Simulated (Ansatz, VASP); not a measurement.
**One calculation of SnSe, two programs**

INCAR

```
SYSTEM = SnSe
PREC = Accurate
ENCUT = 520
EDIFF = 1E-6
ISMEAR = -1
SIGMA = 0.02
LREAL = .False.
LASPH = .True.
NELM = 60
ALGO = Normal
ISIF = 2
LWAVE = .False.
LCHARG = .True.
GGA = PE
LELF = .True.
LVHAR = .True.
NBANDS = 17
```

KPOINTS

```
Automatic mesh
0
Gamma
  6 6 6
  0 0 0
```

POSCAR

```
SnSe
1.0
    0.0000000000      3.0581290210      3.0581290210
    3.0581290210      0.0000000000      3.0581290210
    3.0581290210      3.0581290210      0.0000000000
Sn Se
1 1
Direct
    0.0000000000      0.0000000000      0.0000000000
    0.5000000000      0.5000000000      0.5000000000
```

Input for Ansatz:

```yaml
crystal:
  lattice:
    - [0.0, 3.058129021, 3.058129021]
    - [3.058129021, 0.0, 3.058129021]
    - [3.058129021, 3.058129021, 0.0]
  atoms:
    - { symbol: Sn, position: [0.0, 0.0, 0.0] }
    - { symbol: Se, position: [0.5, 0.5, 0.5] }
kpoints:
  mp_grid: { grid: [6, 6, 6] }
hamiltonian:
  xc: pbe
scf:
  occupations: { method: fermi_dirac, width: 0.02 }
  n_extra_bands: 4
output:
  forces: true
  stress: true
  eigenvalues: true
```

Alike in both runs: task single point; functional PBE; k mesh 6 × 6 × 6; occupations fermi-dirac, width 0.02 eV; no spin polarisation.

```csv
,VASP,Ansatz
version,VASP 6.6.1,Ansatz 0.2.0
potentials or method,"VASP PAW PBE potentials, release 64 (Sn_d, Se)","plane waves, PAW"
plane-wave cutoff (eV),520,420
valence electrons in the cell,20,30
```

|  | VASP | Ansatz | Ansatz less VASP |
| --- | --- | --- | --- |
| pressure (GPa) | -1.6 | -1.6 | +0.02 |

VASP's potentials hold 20 valence electrons a cell and Ansatz's 30, so a difference there can come from the potentials and not from the codes.
